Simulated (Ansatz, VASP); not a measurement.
# CoO in VASP and in Ansatz

```
Co O
1.0
     0.00000    2.13150    2.13150
     2.13150    0.00000    2.13150
     2.13150    2.13150    0.00000
Co O
1 1
Direct
  0.00000 0.00000 0.00000
  0.50000 0.50000 0.50000
```

Alike in both runs: task relaxation of cell and atoms; functional PBE; k mesh 11 × 11 × 11; occupations fermi-dirac, width 0.05 eV; collinear spin.

```csv
,VASP,Ansatz
version,VASP 6.6.1,Ansatz 0.2.0
potentials or method,"VASP PAW PBE potentials, release 64 (Co, O), cutoff 600 eV","all-electron LAPW, scalar-relativistic"
```

VASP gave:

| Quantity | Value |
| --- | --- |
| net moment per atom (μB) | 1.43 |
| size of the moment on the site where the two differ most (μB) | 2.53 |
| relaxed volume (Å³/atom) | 9.53 |
| relaxed cell length with the largest relative difference (Å) | 2.999 |

Problem. What did Ansatz give for the same quantities?

Solution. net moment per atom (μB): 1.45; size of the moment on the site where the two differ most (μB): 2.56; relaxed volume (Å³/atom): 9.57; relaxed cell length with the largest relative difference (Å): 3.003.

Site moments also hang on the region over which each program counts them. Ansatz ran all-electron here, and VASP with PAW potentials.
